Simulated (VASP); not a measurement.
**BaZrO3: single point with PBEsol**

Crystal: BaZrO3.

```
Ba Zr O
1.0
     4.19844    0.00000    0.00000
     0.00000    4.19844    0.00000
     0.00000    0.00000    4.19844
Ba Zr O
1 1 3
Direct
  0.00000 0.00000 0.00000
  0.50000 0.50000 0.50000
  0.00000 0.50000 0.50000
  0.50000 0.00000 0.50000
  0.50000 0.50000 0.00000
```

```json
{
  "Program": "VASP 6.6.1",
  "Task": "single point",
  "Functional": "PBEsol",
  "Potentials or basis": "VASP PAW PBE potentials, release 64 (Ba_sv, Zr_sv, O)",
  "Cutoff": "520 eV",
  "k mesh": "4 × 4 × 4",
  "Occupations": "gaussian, width 0.01 eV",
  "Spin": "no spin polarisation"
}
```

| Item | Value |
| --- | --- |
| Pressure | -0.9 GPa |
| Band gap on the k mesh | 3.09 eV, indirect (least direct gap 3.32 eV) |

Levels at points of the mesh, in eV from the valence-band top:
| k point | band 16 | band 17 | band 18 | band 19 | band 20 | band 21 | band 22 | band 23 | band 24 | band 25 |
| --- | --- | --- | --- | --- | --- | --- | --- | --- | --- | --- |
| (0.00, 0.00, 0.00) | -0.99 | -0.99 | -0.23 | -0.23 | -0.23 | 3.09 | 3.09 | 3.09 | 4.53 | 4.53 |
| (0.50, 0.00, 0.00) | -1.75 | -1.75 | -1.71 | -0.46 | -0.46 | 3.54 | 5.65 | 5.65 | 6.34 | 6.57 |
| (0.50, 0.50, 0.00) | -2.43 | -0.94 | -0.94 | -0.81 | -0.08 | 5.62 | 5.62 | 6.39 | 6.41 | 7.63 |
| (0.50, 0.50, 0.50) | -2.56 | -2.56 | 0.00 | 0.00 | 0.00 | 5.88 | 5.88 | 5.88 | 6.95 | 6.95 |

It took 10 s on 1 thread of Intel(R) Xeon(R) 6975P-C (Granite Rapids) (shared host), peak memory 0.18 GiB.

Caveat: the PAW data sets were made with another functional, which shifts forces and pressure a little; spin-orbit coupling is left out, which moves the levels of the heavy elements. A k mesh can miss the band edges.
